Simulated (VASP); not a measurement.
A run of VASP 6.6.1 is set up as follows.

POSCAR

```
GaSb
1.0
    0.0000000000      3.0297014304      3.0959595446
    3.0297014304      0.0000000000      3.0959595446
    3.0297014304      3.0297014304      0.0000000000
Ga Sb
1 1
Direct
    0.0000000000      0.0000000000      0.0000000000
    0.2500000000      0.2500000000      0.2500000000
```

The input INCAR.step1:

```
  PREC = Accurate
  ENCUT = 520
  ISMEAR = -1
  SIGMA = 0.02
  LREAL = F
  LASPH = T
  NELM = 80
  NBANDS = 16
  GGA = PE
  ALGO = Normal
  EDIFF = 1E-4
  LWAVE = T
  LCHARG = F
```

INCAR.step2

```
  PREC = Accurate
  ENCUT = 520
  EDIFF = 1E-6
  ISMEAR = -1
  SIGMA = 0.02
  LREAL = F
  LASPH = T
  NELM = 80
  ALGO = Normal
  ISIF = 2
  LWAVE = F
  LCHARG = F
  METAGGA = R2SCAN
  LMIXTAU = T
  NBANDS = 16
  ISTART = 1
```

The input KPOINTS:

```
Automatic mesh
0
Gamma
  8 8 8
```

Potentials or basis: VASP PAW PBE potentials, release 64 (Ga_d, Sb).

Command:

```console
$ cat potpaw_PBE.64/Ga_d/POTCAR potpaw_PBE.64/Sb/POTCAR > POTCAR
$ cp INCAR.step1 INCAR
$ mpirun -np 1 vasp_std > vasp.out
$ cp INCAR.step2 INCAR
$ mpirun -np 1 vasp_std > vasp.out
```

Q: Predict the band gap on the k mesh.

A: 0.46 eV, direct.

Q: What does it give for the pressure?

A: 0.9 GPa.

Stress tensor (GPa, compression positive):
```
1.23 0.00 0.00
0.00 1.23 0.00
0.00 0.00 0.12
```

Caveat: the cell differs from its parent crystal (epitaxial xy strain -1.2%); the PAW data sets were made with another functional, which shifts forces and pressure a little; spin-orbit coupling is left out, which moves the levels of the heavy elements. A k mesh can miss the band edges.
